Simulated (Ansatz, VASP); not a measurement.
## One calculation of CdTe, two programs

The input INCAR:

```
SYSTEM = CdTe
PREC = Accurate ; ENCUT = 520
EDIFF = 1E-7 ; ISMEAR = 0
SIGMA = 0.05 ; LREAL = .False.
LASPH = .True. ; NELM = 100
ALGO = Normal ; ISIF = 2
LWAVE = .False. ; LCHARG = .False.
GGA = PS ; NBANDS = 16
```

KPOINTS

```
Automatic mesh
0
Gamma
  8 8 8
  0 0 0
```

POSCAR

```
CdTe
1.0
    0.0000000000      3.3011500000      3.2050000000
    3.3011500000      0.0000000000      3.2050000000
    3.3011500000      3.3011500000      0.0000000000
Cd Te
1 1
Direct
    0.0000000000      0.0000000000      0.0000000000
    0.7500000000      0.7500000000      0.7500000000
```

Input for Ansatz:

```yaml
crystal:
  lattice:
    - [0.0, 3.30115, 3.205]
    - [3.30115, 0.0, 3.205]
    - [3.30115, 3.30115, 0.0]
  atoms:
    - { symbol: Cd, position: [0.0, 0.0, 0.0] }
    - { symbol: Te, position: [0.75, 0.75, 0.75] }
basis:
  ecutwfc: 420
kpoints:
  mp_grid: { grid: [8, 8, 8] }
hamiltonian:
  xc: pbesol
scf:
  occupations: { method: gaussian, width: 0.05 }
output:
  forces: true
  stress: true
  eigenvalues: true
```

Change from the starting cell: strain +0.030 along x and y, +0.000 along z, atoms carried along.

Alike in both runs: task single point; functional PBEsol; k mesh 8 × 8 × 8; occupations gaussian, width 0.05 eV; no spin polarisation.

|  | VASP | Ansatz |
| --- | --- | --- |
| version | VASP 6.6.1 | Ansatz 0.2.0 |
| potentials or method | VASP PAW PBE potentials, release 64 (Cd, Te), cutoff 520 eV | scalar-relativistic, plane waves, PAW |
| valence electrons in the cell | 18 | 36 |

|  | VASP | Ansatz | Ansatz less VASP |
| --- | --- | --- | --- |
| gap on the k mesh at the Fermi level (eV) | 0.52 | 0.52 | -0.002 |
| least direct gap on the mesh (eV) | 0.52 | 0.52 | -0.002 |
| pressure (GPa) | -0.7 | -0.9 | -0.15 |
| traceless stress, the component that is largest in VASP (GPa) | 0.33 | 0.33 | +0.002 |

VASP's potentials were made for PBE, not for PBEsol. The functional is the same, so the differences come from potentials, cutoffs and numerics. VASP's potentials hold 18 valence electrons a cell and Ansatz's 36, so a difference there can come from the potentials and not from the codes.

Spin-orbit coupling is off throughout.
